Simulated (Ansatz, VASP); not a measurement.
## Al2Cu: VASP beside Ansatz

Contents of INCAR:

```
PREC = Accurate
ENCUT = 520
EDIFF = 1E-6
ISMEAR = 0
SIGMA = 0.1
LREAL = F
LASPH = T
NELM = 80
ALGO = Normal
ISIF = 2
LWAVE = F
LCHARG = F
GGA = PE
NBANDS = 16
```

KPOINTS

```
Automatic mesh
0
Gamma
  6 6 4
```

POSCAR

```
Al2Cu
1.0
    2.8664976000      0.0000000000      0.0000000000
   -1.4332488000      2.4824598000      0.0000000000
    0.0000000000      0.0000000000      6.2270223000
Al Cu
2 1
Direct
    0.3333333000      0.6666667000      0.1840140000
    0.6666667000      0.3333333000      0.8159860000
    0.0000000000      0.0000000000      0.5000000000
```

Input for Ansatz:

```yaml
crystal:
  lattice:
    - [2.8664976, 0.0, 0.0]
    - [-1.4332488, 2.4824598, 0.0]
    - [0.0, 0.0, 6.2270223]
  atoms:
    - { symbol: Al, position: [0.3333333, 0.6666667, 0.184014] }
    - { symbol: Al, position: [0.6666667, 0.3333333, 0.815986] }
    - { symbol: Cu, position: [0.0, 0.0, 0.5] }
basis:
  ecutwfc: 420
kpoints:
  mp_grid: { grid: [6, 6, 4] }
hamiltonian:
  xc: pbe
scf:
  occupations: { method: gaussian, width: 0.1 }
  lower_state_search: "off"
output:
  forces: true
  stress: true
  eigenvalues: true
```

Alike in both runs: task single point; functional PBE; k mesh 6 × 6 × 4; occupations gaussian, width 0.1 eV; no spin polarisation.

|  | VASP | Ansatz |
| --- | --- | --- |
| version | VASP 6.6.1 | Ansatz 0.2.0 |
| potentials or method | VASP PAW PBE potentials, release 64 (Al, Cu), cutoff 520 eV | scalar-relativistic, plane waves, PAW |
| valence electrons in the cell | 17 | 25 |

|  | VASP | Ansatz | Ansatz less VASP |
| --- | --- | --- | --- |
| gap on the k mesh at the Fermi level (eV) | none | none | - |
| pressure (GPa) | -0.1 | -0.2 | -0.05 |
| traceless stress, the component that is largest in VASP (GPa) | 3.83 | 3.79 | -0.041 |
| rms of the force components (eV/Å) | 0.016 | 0.026 | +0.0108 |

Atom by atom the forces differ by 0.011 eV/Å (rms over components). A gap of «none» marks a metal or a gap that the smearing closes. VASP's potentials hold 17 valence electrons a cell and Ansatz's 25, so a difference there can come from the potentials and not from the codes.

The k mesh is coarse, so the values compare programs but aren't converged.
